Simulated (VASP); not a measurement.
**AlSi23HO48 (a cell with a defect): single point with PBE+D3(BJ)**

The system is AlSi23HO48 (a cell with a defect).

```
Si O Al H
1.0
     9.83160    0.00000    0.00000
    -4.91580    8.51441    0.00000
     0.00000    0.00000   10.81820
Si O Al H
23 48 1 1
Cartesian
  2.6616 0.0013 1.7334
  -1.3158 2.3319 3.6485
  1.0757 1.9814 0.0114
  -2.2801 8.4833 7.1571
  8.4804 2.2949 9.0565
  1.1840 1.9078 5.3723
  0.1708 4.2744 1.8270
  -3.7419 6.5595 3.6051
  -1.3104 6.1991 10.7670
  6.0491 6.5226 8.9967
  -1.2784 6.2627 5.3795
  7.5117 0.0850 1.7936
  3.6107 2.2395 3.5506
  5.9936 2.0005 10.8002
  7.5557 0.0243 7.2006
  3.4920 2.2910 8.9783
  6.0371 1.9890 5.4152
  5.0909 4.2734 1.8303
  1.1251 6.5805 3.5786
  3.6584 6.3403 0.0698
  4.9862 4.2626 7.1848
  1.2159 6.5575 9.0878
  3.6056 6.3014 5.3580
  -0.3316 1.7153 4.7858
  1.0970 3.0956 1.1999
  -0.7531 3.7300 3.0467
  1.6747 0.5856 0.5796
  2.1104 2.4131 4.1232
  3.6301 1.1616 2.3280
  -0.4247 1.7109 10.2782
  1.2587 2.9470 6.5864
  -0.8094 3.6913 8.5166
  1.7090 0.4581 5.9140
  2.0145 2.5218 9.6050
  3.5218 1.1729 7.8051
  -2.8044 6.0760 4.8337
  -1.3005 7.3835 1.0621
  -3.1811 7.9209 2.9274
  -0.7949 4.8318 0.6387
  -0.3697 6.8422 4.1446
  1.1307 5.4552 2.3976
  -2.8023 5.9803 10.1767
  -1.2576 7.3575 6.5995
  -3.2283 7.8951 8.3469
  -0.7038 4.8848 5.9217
  -0.3286 6.6307 9.5224
  1.4244 5.2848 7.9719
  4.5908 1.7116 4.7394
  5.9985 3.0990 1.1810
  4.1239 3.6774 2.9916
  6.5261 0.5866 0.5903
  7.0505 2.6018 4.3016
  8.4016 1.2894 2.4026
  4.5026 1.8350 10.1683
  5.8949 3.0387 6.6542
  3.8941 3.7513 8.3183
  6.6075 0.5916 6.0106
  6.9598 2.4920 9.6022
  8.4783 1.1712 7.8600
  2.1061 6.0823 4.7823
  3.6300 7.4804 1.2177
  1.6727 7.9824 2.9749
  4.1639 4.9234 0.6594
  4.5850 6.8234 4.1720
  6.0692 5.4003 2.4593
  2.1453 6.1124 10.3250
  3.5895 7.3691 6.5916
  1.6630 7.9163 8.3604
  4.1180 4.8784 5.9586
  4.5827 6.8148 9.6384
  5.9452 5.3786 7.8495
  0.1692 4.1347 7.1783
  2.4573 4.6738 8.1265
```

```
Program                : VASP 6.6.1
Task                   : single point
Functional             : PBE
Dispersion             : D3(BJ)
Potentials or basis    : VASP PAW PBE potentials, release 64 (Si, O, Al, H)
Cutoff                 : 520 eV
k mesh                 : 1 × 1 × 1
Occupations            : gaussian, width 0.02 eV
Spin                   : no spin polarisation
Dipole correction      : no
Further INCAR settings : LREAL = Auto; ALGO = Normal; EDIFF = 1e-06; NBANDS = 234
```

* Pressure: 0.5 GPa
* Largest force: 3.237 eV/Å
* Band gap on the k mesh: 5.24 eV
* Dispersion energy per atom: -0.142 eV

Forces in eV/Å, atoms in the order of the input:
```
Si   0.025 -0.037  0.004
Si   0.021  0.022 -0.002
Si  -0.063 -0.010  0.051
Si  -0.006 -0.078 -0.047
Si   0.036  0.026 -0.053
Si  -0.042  0.004 -0.002
Si   0.001  0.029 -0.016
Si   0.002  0.027 -0.001
Si   0.096 -0.003 -0.089
Si   0.026  0.078  0.083
Si   0.044 -0.045  0.026
Si   0.021 -0.024 -0.001
Si  -0.028  0.010 -0.009
Si   0.092 -0.046  0.057
Si  -0.045 -0.090  0.093
Si  -0.210 -0.536  0.259
Si   0.032 -0.108 -0.064
Si   0.018  0.017  0.010
Si   0.003 -0.003  0.015
Si  -0.160  0.024 -0.011
Si   0.412  0.232 -0.444
Si   0.103 -0.537 -0.449
Si  -0.105  0.079  0.011
O   -0.004 -0.004 -0.002
O    0.012 -0.029 -0.020
O   -0.004 -0.008  0.003
O    0.007  0.014 -0.014
O    0.008 -0.007 -0.004
O    0.008  0.014  0.003
O    0.005 -0.010  0.007
O    0.034 -0.078 -0.025
O   -0.060 -0.037  0.010
O    0.017 -0.010  0.004
O    0.120  0.029 -0.069
O    0.046  0.148  0.048
O   -0.015  0.006 -0.001
O   -0.025  0.018  0.022
O    0.003  0.000 -0.003
O    0.001 -0.020  0.027
O   -0.020  0.007 -0.006
O    0.000  0.001  0.002
O   -0.054  0.001 -0.021
O   -0.028  0.032  0.004
O    0.013  0.007 -0.013
O   -0.045 -0.027 -0.040
O   -0.154  0.050  0.134
O    2.776 -1.598  0.465
O    0.001  0.018  0.018
O   -0.017 -0.012 -0.018
O    0.010  0.002  0.005
O   -0.017  0.028 -0.011
O   -0.031  0.004  0.021
O   -0.008  0.012  0.004
O   -0.055  0.090 -0.108
O   -0.105  0.063  0.126
O   -0.544  0.421  0.006
O   -0.016  0.050 -0.027
O   -0.053 -0.001  0.009
O    0.005  0.023  0.015
O    0.021  0.006 -0.022
O    0.014  0.011  0.017
O    0.005  0.009 -0.005
O    0.030 -0.035 -0.005
O    0.004 -0.024  0.005
O   -0.008  0.003  0.001
O    0.138  0.043  0.181
O    0.041 -0.019 -0.038
O    0.063  0.172 -0.036
O    0.046 -0.101  0.114
O    0.034 -0.026 -0.029
O   -0.092 -0.099 -0.011
Al   0.346  0.300  0.224
H   -2.728  1.533 -0.366
```

Stress tensor (GPa, compression positive):
```
-0.32  0.54 -0.24
 0.54  0.72 -0.20
-0.24 -0.20  1.03
```

Levels at points of the mesh, in eV from the valence-band top:
```csv
k point,band 188,band 189,band 190,band 191,band 192,band 193,band 194,band 195,band 196,band 197
"(0.00, 0.00, 0.00)",-0.49,-0.42,-0.36,-0.23,0.00,5.24,6.63,7.36,7.56,7.67
```

It took 16 min on 1 thread of Intel Xeon 8259CL, with other jobs on the host, peak memory 0.97 GiB.

Caveat: the k points lie up to 0.74 Å⁻¹ apart.
